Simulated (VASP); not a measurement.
**Al2Cu: single point with r2SCAN**

The system is Al2Cu.

```xyz
3
Lattice="4.0867 0.0014 -0.0100 0.0014 4.1026 0.0178 -0.0071 0.0126 2.9085" Properties=species:S:1:pos:R:3 pbc="T T T"
Al    1.9123    0.0550    1.3819
Al    0.0851    2.0871    1.2508
Cu    0.1027    0.1450    0.0532
```

| Quantity | Value |
| --- | --- |
| Program | VASP 6.6.1 |
| Task | single point |
| Functional | r2SCAN |
| Potentials or basis | VASP PAW PBE potentials, release 64 (Al, Cu) |
| Cutoff | 520 eV |
| k mesh | 2 × 2 × 2 |
| Occupations | gaussian, width 0.1 eV |
| Spin | no spin polarisation |

```json
{"Pressure": "-0.4 GPa", "Largest force": "2.657 eV/Å"}
```

Forces in eV/Å, atoms in the order of the input:
```
Al   2.230 -0.044  0.662
Al  -0.335  0.967  0.956
Cu  -1.895 -0.922 -1.618
```

Stress tensor (GPa, compression positive):
```
-5.79 -0.74  4.07
-0.74 -6.65  2.70
 4.07  2.70 11.27
```

Levels at points of the mesh, in eV from the Fermi level:
| k point | band 5 | band 6 | band 7 | band 8 | band 9 | band 10 | band 11 | band 12 |
| --- | --- | --- | --- | --- | --- | --- | --- | --- |
| (0.00, 0.00, 0.00) | -4.08 | -4.05 | -2.12 | -1.96 | 0.44 | 1.39 | 6.56 | 7.18 |
| (0.50, 0.00, 0.00) | -4.28 | -4.08 | -4.04 | -0.78 | 2.07 | 2.35 | 2.64 | 8.10 |
| (0.00, 0.50, 0.00) | -4.35 | -4.07 | -4.05 | -0.51 | 2.01 | 2.49 | 2.60 | 8.11 |
| (0.50, 0.50, 0.00) | -4.36 | -4.17 | -4.07 | -4.04 | -2.27 | 9.37 | 9.42 | 9.83 |
| (0.00, 0.00, 0.50) | -4.77 | -4.13 | -2.99 | 2.42 | 2.68 | 3.10 | 3.47 | 3.65 |
| (0.50, 0.00, 0.50) | -4.23 | -4.17 | -2.92 | -2.20 | -1.45 | 3.73 | 4.42 | 5.33 |
| (0.00, 0.50, 0.50) | -4.22 | -4.12 | -2.87 | -2.40 | -1.53 | 4.30 | 4.34 | 5.04 |
| (0.50, 0.50, 0.50) | -3.97 | -3.15 | -2.12 | -2.02 | -0.71 | -0.37 | 0.37 | 0.41 |

Run time: 40 s on 1 thread of Intel Xeon 8259CL, with other jobs on the host, peak memory 0.16 GiB.

Caveat: the k points lie up to 1.08 Å⁻¹ apart; the PAW data sets were made with another functional, which shifts forces and pressure a little.
